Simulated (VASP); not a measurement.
A run of VASP 6.6.1 is set up as follows.

INCAR

```
SYSTEM = Si
PREC = Accurate ; ENCUT = 520
EDIFF = 1E-6 ; ISMEAR = 0
SIGMA = 0.03 ; LREAL = .False.
LASPH = .True. ; NELM = 60
ALGO = Normal ; ISIF = 2
LWAVE = .False. ; LCHARG = .True.
LELF = .True. ; LVHAR = .True.
NBANDS = 16
```

Contents of KPOINTS:

```
Automatic mesh
0
Gamma
  12 12 6
  0 0 0
```

File POSCAR:

```
Si
1.0
    3.4978174985      0.0000000000      0.0000000000
   -1.7489087493      3.0291988115      0.0000000000
    0.0000000000      0.0000000000      5.7859904205
Si
4
Direct
    0.3333333333      0.6666666667      0.0630332891
    0.6666666667      0.3333333333      0.5630332891
    0.3333333333      0.6666666667      0.4369667109
    0.6666666667      0.3333333333      0.9369667109
```

Potentials or basis: VASP PAW LDA potentials, release 64 (Si).

Run with:

```sh
$ cat potpaw_LDA.64/Si/POTCAR > POTCAR
$ mpirun -np 1 vasp_std > vasp.out
```

Task: What does it give for the pressure?

Result: 40.3 GPa.

Task: Predict the band gap on the k mesh.

Result: Zero (bands 8 and 9 overlap by 0.48 eV).

Forces on the atoms (eV/Å):
```
Si   0.000  0.000  0.185
Si   0.000  0.000  0.185
Si   0.000  0.000 -0.185
Si   0.000  0.000 -0.185
```

Caveat: the cell differs from its parent crystal (strain -0.080 along x and y, -0.080 along z); the cell stands under pressure; semilocal functionals underestimate gaps, and a narrow one can read as zero.
